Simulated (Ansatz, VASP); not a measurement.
## One calculation of MgO, two programs

File INCAR:

```
PREC = Accurate
ENCUT = 520
EDIFF = 1E-7
ISMEAR = 0
SIGMA = 0.05
LREAL = False
LASPH = True
NELM = 100
ALGO = Normal
ISIF = 2
LWAVE = False
LCHARG = False
GGA = PS
NBANDS = 16
```

The input KPOINTS:

```
regular mesh
0
Gamma
  9 9 6
```

Contents of POSCAR:

```
MgO
1.0
    3.2208810815      0.0000000000      0.0000000000
   -1.6104405408      2.7893648391      0.0000000000
    0.0000000000      0.0000000000      4.8939034044
Mg O
2 2
Direct
    0.3383149138      0.6666666667      0.0036583441
    0.6716482471      0.3333333333      0.5036583441
    0.3257655283      0.6666666667      0.4009416559
    0.6590988617      0.3333333333      0.9009416559
```

Input for Ansatz:

```yaml
crystal:
  lattice:
    - [3.2208810815, 0.0, 0.0]
    - [-1.6104405408, 2.7893648391, 0.0]
    - [0.0, 0.0, 4.8939034044]
  atoms:
    - { symbol: Mg, position: [0.3383149138, 0.6666666667, 0.0036583441] }
    - { symbol: Mg, position: [0.6716482471, 0.3333333333, 0.5036583441] }
    - { symbol: O, position: [0.3257655283, 0.6666666667, 0.4009416559] }
    - { symbol: O, position: [0.6590988617, 0.3333333333, 0.9009416559] }
basis:
  ecutwfc: 520.0
kpoints:
  mp_grid: { grid: [9, 9, 6] }
hamiltonian:
  xc: pbesol
  pseudopotentials: { kind: paw, azcp: { folder: soft_1 } }
scf:
  occupations: { method: gaussian, width: 0.05 }
output:
  forces: true
  stress: true
  eigenvalues: true
  write_density: true
  write_potential: true
  elf: true
  volumetric_format: npy
```

Change from the starting cell: mode 11 frozen in at -0.025 Å, equal normal strain along x, y and z -0.0250.

Alike in both runs: task single point; functional PBEsol; k mesh 9 × 9 × 6; occupations gaussian, width 0.05 eV; no spin polarisation.

|  | VASP | Ansatz |
| --- | --- | --- |
| version | VASP 6.6.1 | Ansatz 0.2.0 |
| potentials or method | VASP PAW PBE potentials, release 64 (Mg, O), cutoff 520 eV | scalar-relativistic, plane waves, PAW |
| valence electrons in the cell | 16 | 32 |

|  | VASP | Ansatz | Ansatz less VASP |
| --- | --- | --- | --- |
| gap on the k mesh at the Fermi level (eV) | 3.78 | 3.78 | +0.002 |
| least direct gap on the mesh (eV) | 3.78 | 3.78 | +0.002 |
| pressure (GPa) | 10.7 | 10.8 | +0.10 |
| traceless stress, the component that is largest in VASP (GPa) | -1.62 | -1.58 | +0.041 |
| rms of the force components (eV/Å) | 0.295 | 0.289 | -0.0060 |

VASP's potentials were made for PBE, not for PBEsol, and Ansatz warns of the same on its side. Atom by atom the forces differ by 0.006 eV/Å (rms over components). VASP's potentials hold 16 valence electrons a cell and Ansatz's 32, so a difference there can come from the potentials and not from the codes.
